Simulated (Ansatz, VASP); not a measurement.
## Rh in VASP and in Ansatz

```
CELL_PARAMETERS angstrom
0.00000 1.93004 1.93004
1.93004 0.00000 1.93004
1.93004 1.93004 0.00000
ATOMIC_POSITIONS crystal
Rh 0.00000 0.00000 0.00000
```

Alike in both runs: task single point; functional PBE; k mesh 8 × 8 × 8; occupations gaussian, width 0.1 eV; no spin polarisation.

|  | VASP | Ansatz |
| --- | --- | --- |
| version | VASP 6.6.1 | Ansatz 0.2.0 |
| potentials or method | VASP PAW PBE potentials, release 64 (Rh_pv), cutoff 500 eV | scalar-relativistic, plane waves, PAW |
| valence electrons in the cell | 15 | 17 |

|  | VASP | Ansatz | Ansatz less VASP |
| --- | --- | --- | --- |
| gap on the k mesh at the Fermi level (eV) | none | none | - |
| pressure (GPa) | -4.8 | -4.9 | -0.14 |

A gap of «none» marks a metal or a gap that the smearing closes. VASP's potentials hold 15 valence electrons a cell and Ansatz's 17, so a difference there can come from the potentials and not from the codes.
